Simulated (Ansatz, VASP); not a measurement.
## InP: VASP beside Ansatz

File INCAR:

```
SYSTEM = InP
ALGO = Normal ; EDIFF = 1E-7
EDIFFG = -0.01 ; ENCUT = 600
GGA = PE ; IBRION = 2
ISIF = 3 ; ISMEAR = -1
IVDW = 12 ; LASPH = .True.
LCHARG = .False. ; LREAL = .False.
LWAVE = .False. ; NELM = 80
NSW = 80 ; PREC = Accurate
SIGMA = 0.05
```

The input KPOINTS:

```
k-points
0
Gamma
  6 6 6
  0 0 0
```

The input POSCAR:

```
InP
1.0
    0.0000000000      2.9305000000      2.9305000000
    2.9305000000      0.0000000000      2.9305000000
    2.9305000000      2.9305000000      0.0000000000
In P
1 1
Direct
    0.0000000000      0.0000000000      0.0000000000
    0.2500000000      0.2500000000      0.2500000000
```

Input for Ansatz:

```yaml
crystal:
  lattice:
    - [0.0, 2.9305, 2.9305]
    - [2.9305, 0.0, 2.9305]
    - [2.9305, 2.9305, 0.0]
  atoms:
    - { symbol: In, position: [0.0, 0.0, 0.0] }
    - { symbol: P, position: [0.25, 0.25, 0.25] }
kpoints:
  mp_grid:
    grid: [6, 6, 6]
hamiltonian:
  xc: pbe
  dispersion: d3bj
scf:
  convergence:
    dr2_threshold: 1.0e-10
  occupations:
    method: fermi_dirac
    width: 0.05
relax:
  cell: {}
```

Alike in both runs: task relaxation of cell and atoms; functional PBE; dispersion D3(BJ); k mesh 6 × 6 × 6; occupations fermi-dirac, width 0.05 eV; no spin polarisation.

```csv
,VASP,Ansatz
version,VASP 6.6.1,Ansatz 0.2.0
potentials or method,"VASP PAW PBE potentials, release 64 (In_d, P)","plane waves, PAW"
plane-wave cutoff (eV),600,420
valence electrons in the cell,18,18
```

Ansatz gave:

- relaxed volume (Å³/atom): 25.59
- relaxed cell length with the largest relative difference (Å): 4.167

Problem. Estimate VASP's values.

Solution. Relaxed volume (Å³/atom): 25.58; relaxed cell length with the largest relative difference (Å): 4.167.
